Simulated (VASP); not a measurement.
## Hf: single point with PBEsol

The system is Hf.

```
Hf
1.0
     0.00000    2.20915    2.20915
     2.20915    0.00000    2.20915
     2.20915    2.20915    0.00000
Hf
1
Direct
  0.00000 0.00000 0.00000
```

```yaml
Program: VASP 6.6.1
Task: single point
Functional: PBEsol
Potentials_or_basis: VASP PAW PBE potentials, release 64 (Hf_pv)
Cutoff: 520 eV
k_mesh: 16 × 16 × 16
Occupations: gaussian, width 0.1 eV
Spin: no spin polarisation
Dipole_correction: no
Further_INCAR_settings: ALGO = Normal; EDIFF = 1e-06; NBANDS = 11
```

```json
{"Pressure": "-0.5 GPa", "Band gap on the k mesh": "zero (band 5 reaches 6.24 eV, above the bottom of band 6 at 4.44 eV)"}
```

Levels at points of the mesh, in eV from the Fermi level:
```tsv
k point	band 2	band 3	band 4	band 5	band 6	band 7	band 8	band 9
(0.00, 0.00, 0.00)	-29.83	-29.83	-7.34	1.40	1.40	1.40	4.32	4.32
(0.50, 0.00, 0.00)	-29.95	-29.95	-3.75	0.73	1.16	1.16	6.56	6.56
(0.50, 0.50, 0.00)	-30.16	-30.16	-3.42	-2.27	2.74	6.57	7.23	7.23
```

Run time: 27 s on 1 thread of Intel Xeon 8259CL (shared host), peak memory 0.16 GiB.

Caveat: the PAW data sets were made with another functional, which shifts forces and pressure a little; spin-orbit coupling is left out, which moves the levels of the heavy elements.
